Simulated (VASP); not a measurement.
# GaN (F-43m) in VASP: a series of runs

The runs below take GaN through single point, with PBE-based screened hybrid with 25 % exact exchange.

Everything below comes from runs of VASP 6.6.1. Logs are shortened: lines on timing, memory, paths and dates and some standing lists are left out, and cuts for length are marked.

## 1. The cell of the first run

It takes space group F-43m (No. 216, cubic). Conventional cell: a = 4.507 Å, b = 4.507 Å, c = 4.507 Å, α = 90.00°, β = 90.00°, γ = 90.00°. Ga (site symmetry -43m) has 4 N at 1.95 Å within 2.6 Å. Within 2.6 Å of N (site symmetry -43m) lie 4 Ga at 1.95 Å.

## 2. Single point, PBE-based screened hybrid with 25 % exact exchange

POSCAR reads:

```
GaN
1.0
    0.0000000000      2.2535006075      2.2535006075
    2.2535006075      0.0000000000      2.2535006075
    2.2535006075      2.2535006075      0.0000000000
Ga N
1 1
Direct
    0.0000000000      0.0000000000      0.0000000000
    0.2500000000      0.2500000000      0.2500000000
```

INCAR.step1 reads:

```
  PREC = Accurate
  ENCUT = 520
  EDIFF = 1E-5
  ISMEAR = -1
  SIGMA = 0.05
  LREAL = False
  LASPH = True
  NELM = 100
  ALGO = Normal
  ISIF = 2
  LWAVE = True
  LCHARG = False
  GGA = PE
  NBANDS = 16
```

INCAR.step2 reads:

```
  PREC = Accurate
  ENCUT = 520
  EDIFF = 1E-7
  ISMEAR = -1
  SIGMA = 0.05
  LREAL = False
  LASPH = True
  NELM = 100
  ALGO = Normal
  ISIF = 2
  LWAVE = False
  LCHARG = False
  GGA = PE
  LHFCALC = True
  AEXX = 0.25
  HFSCREEN = 0.15
  PRECFOCK = Normal
  ISTART = 1
  NBANDS = 16
```

KPOINTS reads:

```
regular mesh
0
Gamma
  5 5 5
```

Potentials or basis: VASP PAW PBE potentials, release 64 (Ga_d, N).

On the command line:

```console
cat potpaw_PBE.64/Ga_d/POTCAR potpaw_PBE.64/N/POTCAR > POTCAR
cp INCAR.step1 INCAR
mpirun -np 1 vasp_std > vasp.out
cp INCAR.step2 INCAR
mpirun -np 1 vasp_std > vasp.out
```

OUTCAR:

```text
PREC = Accurate
   ENCUT = 520
   EDIFF = 1E-7
   ISMEAR = -1
   LREAL = False
   LASPH = True
   NELM = 100
   ISIF = 2
   GGA = PE
   LHFCALC = True
   AEXX = 0.25
   HFSCREEN = 0.15
   PRECFOCK = Normal
   ISTART = 1

 ion  position               nearest neighbor table
   1  0.000  0.000  0.000-   2 1.95   2 1.95   2 1.95   2 1.95
   2  0.250  0.250  0.250-   1 1.95   1 1.95   1 1.95   1 1.95

  LATTYP: Found a face centered cubic cell.
 ALAT       =     4.5070012150

  Lattice vectors:

 A1 = (   0.0000000000,   2.2535006075,   2.2535006075)
 A2 = (   2.2535006075,   0.0000000000,   2.2535006075)
 A3 = (   2.2535006075,   2.2535006075,   0.0000000000)

Analysis of symmetry for initial positions (statically):
=====================================================================
 Subroutine PRICEL returns:
 Original cell was already a primitive cell.

 Routine SETGRP: Setting up the symmetry group for a
 face centered cubic supercell.

 Subroutine GETGRP returns: Found 24 space group operations
 (whereof 24 operations were pure point group operations)
 out of a pool of 48 trial point group operations.

The static configuration has the point symmetry T_d .

Analysis of symmetry for dynamics (positions and initial velocities):
=====================================================================
 Subroutine PRICEL returns:
 Original cell was already a primitive cell.

 Routine SETGRP: Setting up the symmetry group for a
 face centered cubic supercell.

 Subroutine GETGRP returns: Found 24 space group operations
 (whereof 24 operations were pure point group operations)
 out of a pool of 48 trial point group operations.

The dynamic configuration has the point symmetry T_d .

 Subroutine INISYM returns: Found 24 space group operations
 (whereof 24 operations are pure point group operations),
 and found     1 'primitive' translations

----------------------------------------------------------------------------------------

                                     Primitive cell

  volume of cell :      22.8877

  direct lattice vectors                    reciprocal lattice vectors
     0.000000000  2.253500607  2.253500607    -0.221877020  0.221877020  0.221877020
     2.253500607  0.000000000  2.253500607     0.221877020 -0.221877020  0.221877020
     2.253500607  2.253500607  0.000000000     0.221877020  0.221877020 -0.221877020

  length of vectors
     3.186931122  3.186931122  3.186931122     0.384302272  0.384302272  0.384302272

  position of ions in fractional coordinates (direct lattice)
     0.000000000  0.000000000  0.000000000
     0.250000000  0.250000000  0.250000000

  ion indices of the primitive-cell ions
   primitive index   ion index
                 1           1
                 2           2

----------------------------------------------------------------------------------------

 KPOINTS: regular mesh

Automatic generation of k-mesh.
 Grid dimensions read from file:
 generate k-points for:    5    5    5

 Generating k-lattice:

  Cartesian coordinates                     Fractional coordinates (reciprocal lattice)
    -0.044375404  0.044375404  0.044375404     0.200000000  0.000000000  0.000000000
     0.044375404 -0.044375404  0.044375404     0.000000000  0.200000000  0.000000000
     0.044375404  0.044375404 -0.044375404     0.000000000  0.000000000  0.200000000

  Length of vectors
     0.076860454  0.076860454  0.076860454

  Shift w.r.t. Gamma in fractional coordinates (k-lattice)
     0.000000000  0.000000000  0.000000000

 Subroutine IBZKPT returns following result:
 ===========================================

 Found     10 irreducible k-points:

 Following reciprocal coordinates:
            Coordinates               Weight
  0.000000  0.000000  0.000000      1.000000
  0.200000  0.000000  0.000000      8.000000
  0.400000  0.000000  0.000000      8.000000
  0.200000  0.200000  0.000000      6.000000
  0.400000  0.200000  0.000000     24.000000
 -0.400000  0.200000  0.000000     24.000000
 -0.200000  0.200000  0.000000     12.000000
  0.400000  0.400000  0.000000      6.000000
 -0.400000  0.400000  0.000000     12.000000
 -0.400000  0.400000  0.200000     24.000000
   k-points           NKPTS =     10   k-points in BZ     NKDIM =    125   number of bands    NBANDS=     16
   number of dos      NEDOS =    301   number of ions     NIONS =      2
   total plane-waves  NPLWV =  13824
   dimension x,y,z NGX =    24 NGY =   24 NGZ =   24
   dimension x,y,z NGXF=    48 NGYF=   48 NGZF=   48
   ions per type =               1   1
   NGX,Y,Z   is equivalent  to a cutoff of  12.52, 12.52, 12.52 a.u.
   NGXF,Y,Z  is equivalent  to a cutoff of  25.04, 25.04, 25.04 a.u.
 SYSTEM =  unknown system
   PREC   = accura    normal or accurate (medium, high low for compatibility)
   ISTART =      1    job   : 0-new  1-cont  2-samecut
   ICHARG =      0    charge: 1-file 2-atom 10-const
   ISPIN  =      1    spin polarized calculation?
   LNONCOLLINEAR =      F non collinear calculations
   LSORBIT =      F    spin-orbit coupling
   LASPH  =      T    aspherical Exc in radial PAW
   ENCUT  =  520.0 eV  38.22 Ry    6.18 a.u.   5.93  5.93  5.93*2*pi/ulx,y,z
   NELM   =    100;   NELMIN=  2; NELMDL=  0     # of ELM steps
   EDIFF  = 0.1E-06   stopping-criterion for ELM
   LREAL  =      F    real-space projection
   EDIFFG = 0.1E-05   stopping-criterion for IOM
   NSW    =      0    number of steps for IOM
   IBRION =     -1    ionic relax: 0-MD 1-quasi-New 2-CG
   NFREE  =      0    steps in history (QN), initial steepest desc. (CG)
   ISIF   =      2    stress and relaxation
   ISYM   =      3    0-nonsym 1-usesym 2-fastsym
   POTIM  = 0.5000    time-step for ionic-motion
   TEBEG  =    0.0;   TEEND  =   0.0 temperature during run
   PSTRESS=    0.0 pullay stress
   NELECT =      18.0000    total number of electrons
   NUPDOWN=      -1.0000    fix difference up-down
   EMIN   =  10.00;   EMAX   =-10.00  energy-range for DOS
   EFERMI =   0.00;   METHOD = LEGACY
   ISMEAR =    -1;   SIGMA  =   0.05  broadening in eV -4-tet -1-fermi 0-gaus
   EFERMI_NEDOS =   21; number of points for ismear=-14 and -15
   IALGO  =     38    algorithm
   IMIX   =      1    mixing-type and parameters
     AMIX     =   0.40;   BMIX     =  1.00
     AMIX_MAG =   1.60;   BMIX_MAG =  1.00
  volume/ion in A,a.u.               =      11.44        77.23
  Fermi-wavevector in a.u.,A,eV,Ry     =   1.511117  2.855596 31.068543  2.283473
  Thomas-Fermi vector in A             =   2.621216
   LORBIT       =      0    0 simple, 1 ext, 2 COOP (PROOUT), +10 PAW based schemes
   GGA     = PE    functional components
   LHFCALC =     T    Hartree Fock is set to
   PRECFOCK=normal    Normal, Fast or Accurate (Low or Medium for compatibility)
   ENCUT4O =  -1.0   cutoff for four orbital integrals eV
   NKREDX  =     1    reduce k-point grid by
   NKREDY  =     1    reduce k-point grid by
   NKREDZ  =     1    reduce k-point grid by
   AEXX    =    0.2500 exact exchange contribution
   HFSCREEN=    0.1500 screening length (either q_TF or 0.3 A-1)
   HFSCREENC=   0.1500 screening length for correlation (either q_TF or 0.3 A-1)
   ENCUTFOCK=  -1.0 apply spherical cutoff to Coloumb kernel
   IVDW    =     0    specifies the selected vdW correction
   LEPSILON=     F    determine dielectric tensor
   LRPA    =     F    only Hartree local field effects (RPA)
 non-spin polarized calculation
  energy-cutoff  :      520.00
  volume of cell :       22.89
 maximum number of plane-waves:       629
  NGX = 18; NGY = 18; NGZ = 18

 number of electron      18.0000004 magnetization

 Free energy of the ion-electron system (eV)
  ---------------------------------------------------
  ext. energy  EPLUGINS =         0.00000000
  ---------------------------------------------------
  free energy    TOTEN  =       -14.97858969 eV

  energy without entropy =      -14.97858969  energy(sigma->0) =      -14.97858969

 E-fermi :   5.4167     XC(G=0):  -9.4616

 val. band max:        4.3670415114   @ k =   0.0000   0.0000   0.0000
 cond. band min:       7.5202370940   @ k =   0.0000   0.0000   0.0000
 fundamental gap:      3.1531955827
 Fermi energy:         5.4167471802

 k-point     1 :       0.0000    0.0000    0.0000
  band No.  band energies     occupation
      1     -13.0970      2.00000
      2     -11.2329      2.00000
      3     -11.2329      2.00000
      4     -11.2329      2.00000
      5     -10.9167      2.00000
      6     -10.9167      2.00000
[... 8 lines left out ...]
     15      25.0402      0.00000
     16      25.0402      0.00000

 k-point     2 :       0.2000    0.0000    0.0000
  band No.  band energies     occupation
      1     -12.7712      2.00000
      2     -11.1900      2.00000
      3     -11.1900      2.00000
      4     -10.9259      2.00000
      5     -10.9174      2.00000
      6     -10.9174      2.00000
[... 8 lines left out ...]
     15      22.8850      0.00000
     16      22.8850      0.00000

 k-point     3 :       0.4000    0.0000    0.0000
  band No.  band energies     occupation
      1     -12.5051      2.00000
      2     -11.1493      2.00000
      3     -11.1493      2.00000
      4     -10.8871      2.00000
      5     -10.8871      2.00000
      6      -9.6529      2.00000
[... 8 lines left out ...]
     15      25.0394      0.00000
     16      25.0394      0.00000

 k-point     4 :       0.2000    0.2000    0.0000
  band No.  band energies     occupation
      1     -12.6804      2.00000
      2     -11.1421      2.00000
      3     -11.1421      2.00000
      4     -11.0258      2.00000
      5     -10.8924      2.00000
      6     -10.7969      2.00000
[... 8 lines left out ...]
     15      27.1275      0.00000
     16      27.8146      0.00000

 k-point     5 :       0.4000    0.2000    0.0000
  band No.  band energies     occupation
      1     -12.4655      2.00000
      2     -11.1193      2.00000
      3     -11.0804      2.00000
      4     -10.9918      2.00000
      5     -10.8710      2.00000
      6      -9.7618      2.00000
[... 8 lines left out ...]
     15      26.5693      0.00000
     16      27.3165      0.00000

 k-point     6 :      -0.4000    0.2000    0.0000
  band No.  band energies     occupation
      1     -12.4333      2.00000
      2     -11.1335      2.00000
      3     -11.0806      2.00000
      4     -10.9300      2.00000
      5     -10.8954      2.00000
      6      -8.9879      2.00000
[... 8 lines left out ...]
     15      24.9690      0.00000
     16      26.5693      0.00000

 k-point     7 :      -0.2000    0.2000    0.0000
  band No.  band energies     occupation
      1     -12.5272      2.00000
      2     -11.1457      2.00000
      3     -11.1347      2.00000
      4     -10.9384      2.00000
      5     -10.9199      2.00000
      6     -10.1736      2.00000
[... 8 lines left out ...]
     15      23.7941      0.00000
     16      26.9387      0.00000

 k-point     8 :       0.4000    0.4000    0.0000
  band No.  band energies     occupation
      1     -12.4114      2.00000
      2     -11.1059      2.00000
      3     -10.9792      2.00000
      4     -10.9792      2.00000
      5     -10.8529      2.00000
      6      -9.1879      2.00000
[... 8 lines left out ...]
     15      28.7001      0.00000
     16      29.9234      0.00000

 k-point     9 :      -0.4000    0.4000    0.0000
  band No.  band energies     occupation
      1     -12.3958      2.00000
      2     -11.1041      2.00000
      3     -10.9864      2.00000
      4     -10.9771      2.00000
      5     -10.8711      2.00000
      6      -8.5784      2.00000
[... 8 lines left out ...]
     15      28.0198      0.00000
     16      29.4428      0.00000

 k-point    10 :      -0.4000    0.4000    0.2000
  band No.  band energies     occupation
      1     -12.4011      2.00000
      2     -11.0928      2.00000
      3     -11.0603      2.00000
      4     -10.9506      2.00000
      5     -10.8921      2.00000
      6      -8.7665      2.00000
[... 8 lines left out ...]
     15      25.7485      0.00000
     16      29.7941      0.00000

------------------------ aborting loop because EDIFF is reached ----------------------------------------

  FORCE on cell =-STRESS in cart. coord.  units (eV):
  Direction    XX          YY          ZZ          XY          YZ          ZX
  --------------------------------------------------------------------------------------
  -------------------------------------------------------------------------------------
  Total       -0.2230491     -0.2230491     -0.2230491     -0.0000000     -0.0000000     -0.0000000
  in kB      -15.6137800    -15.6137800    -15.6137800     -0.0000000     -0.0000000     -0.0000000
  external PRESSURE =     -15.6137800 kB  Pullay stress =       0.0000000 kB

 VOLUME and BASIS-vectors are now :
 -----------------------------------------------------------------------------
  energy-cutoff  :      520.00
  volume of cell :       22.89
      direct lattice vectors                 reciprocal lattice vectors
     0.000000000  2.253500607  2.253500607    -0.221877020  0.221877020  0.221877020
     2.253500607  0.000000000  2.253500607     0.221877020 -0.221877020  0.221877020
     2.253500607  2.253500607  0.000000000     0.221877020  0.221877020 -0.221877020

 POSITION                                       TOTAL-FORCE (eV/Angst)
 -----------------------------------------------------------------------------------
      0.00000      0.00000      0.00000        -0.000000      0.000000     -0.000000
      1.12675      1.12675      1.12675         0.000000      0.000000      0.000000
 -----------------------------------------------------------------------------------
    total drift:                                0.000002     -0.000003      0.000000

  FREE ENERGIE OF THE ION-ELECTRON SYSTEM (eV)
  ---------------------------------------------------
  free  energy   TOTEN  =       -14.9785896921 eV

  energy  without entropy=      -14.9785896920  energy(sigma->0) =      -14.97858969
```

Wall time 19 min (1 thread of Intel Xeon 8259CL, shared host); peak memory 0.25 GiB.

What came out:

```
Free energy            : -14.9786 eV
Pressure               : -1.6 GPa
Band gap on the k mesh : 3.15 eV
```

Caveat: the k points lie up to 0.48 Å⁻¹ apart; the PAW data sets were made with another functional, which shifts forces and pressure a little.

## 3. Single point, PBE-based screened hybrid with 25 % exact exchange

POSCAR is that of step 2.

INCAR.step1 reads:

```
SYSTEM = GaN
ALGO     = Normal         ! electronic algorithm
EDIFF    = 1E-5           ! SCF threshold, eV
ENCUT    = 520            ! plane-wave cutoff, eV
GGA      = PE             ! functional
ISIF     = 2              ! what is computed and relaxed
ISMEAR   = -1             ! smearing method
LASPH    = .TRUE.         ! aspherical terms in the spheres
LCHARG   = .FALSE.        ! write CHGCAR
LREAL    = .FALSE.        ! projectors in reciprocal space
LWAVE    = .TRUE.         ! write WAVECAR
NBANDS   = 16             ! bands
NELM     = 60             ! most SCF steps
PREC     = Accurate       ! precision mode
SIGMA    = 0.05           ! smearing width, eV
```

INCAR.step2 reads:

```
SYSTEM = GaN
AEXX     = 0.25           ! exact-exchange fraction
ALGO     = Normal         ! electronic algorithm
EDIFF    = 1E-7           ! SCF threshold, eV
ENCUT    = 520            ! plane-wave cutoff, eV
GGA      = PE             ! functional
HFSCREEN = 0.2            ! screening, 1/A
ISIF     = 2              ! what is computed and relaxed
ISMEAR   = -1             ! smearing method
ISTART   = 1            
LASPH    = .TRUE.         ! aspherical terms in the spheres
LCHARG   = .FALSE.        ! write CHGCAR
LHFCALC  = .TRUE.         ! exact exchange
LREAL    = .FALSE.        ! projectors in reciprocal space
LWAVE    = .FALSE.        ! write WAVECAR
NBANDS   = 16             ! bands
NELM     = 60             ! most SCF steps
PREC     = Accurate       ! precision mode
PRECFOCK = Normal       
SIGMA    = 0.05           ! smearing width, eV
```

KPOINTS reads:

```
k-points
0
G
  5 5 5
  0 0 0
```

Potentials or basis: VASP PAW PBE potentials, release 64 (Ga_d, N).

On the command line:

```console
cat potpaw_PBE.64/Ga_d/POTCAR potpaw_PBE.64/N/POTCAR > POTCAR
cp INCAR.step1 INCAR
mpirun -np 1 vasp_std > vasp.out
cp INCAR.step2 INCAR
mpirun -np 1 vasp_std > vasp.out
```

Wall time 13 min (1 thread of Intel Xeon 8259CL, shared host); peak memory 0.25 GiB.

The run converged. Its results:

```yaml
Free_energy: -14.7615 eV
Pressure: -1.4 GPa
Band_gap_on_the_k_mesh: 3.01 eV
```

Levels at points of the mesh, in eV from the valence-band top:
```tsv
k point	band 7	band 8	band 9	band 10	band 11	band 12
(0.00, 0.00, 0.00)	0.00	0.00	0.00	3.01	11.94	11.94
```

Caveat: the k points lie up to 0.48 Å⁻¹ apart; the PAW data sets were made with another functional, which shifts forces and pressure a little.
